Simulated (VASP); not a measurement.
Zr:

```
Zr
1.0
     3.19064    0.00000    0.00000
    -1.59532    2.76318    0.00000
     0.00000    0.00000    5.17222
Zr
2
Direct
  0.33333 0.66667 0.25000
  0.66667 0.33333 0.75000
```

Base run:

- Program: VASP 6.6.1
- Functional: PBE
- Potentials or basis: VASP PAW PBE potentials, release 64 (Zr_sv)
- Cutoff: 520 eV
- k mesh: 12 × 12 × 7
- Occupations: fermi-dirac, width 0.05 eV
- Spin: no spin polarisation
- Hubbard terms: Zr d U = 6.0 eV

Its results: band gap on the k mesh zero (bands 12 and 13 overlap by 1.59 eV); pressure 20.0 GPa.

Q: The run is repeated on the same cell with these changes: hubbard terms from Zr d U = 6.0 eV to none. What comes out?

A: Band gap on the k mesh zero (bands 12 and 13 overlap by 1.12 eV); pressure 2.5 GPa.

Caveats: the cell stands under pressure (at least some runs); U without spin polarisation on a metal has little footing (at least some runs); the U is typed as a test and isn't derived for this compound (at least some runs).
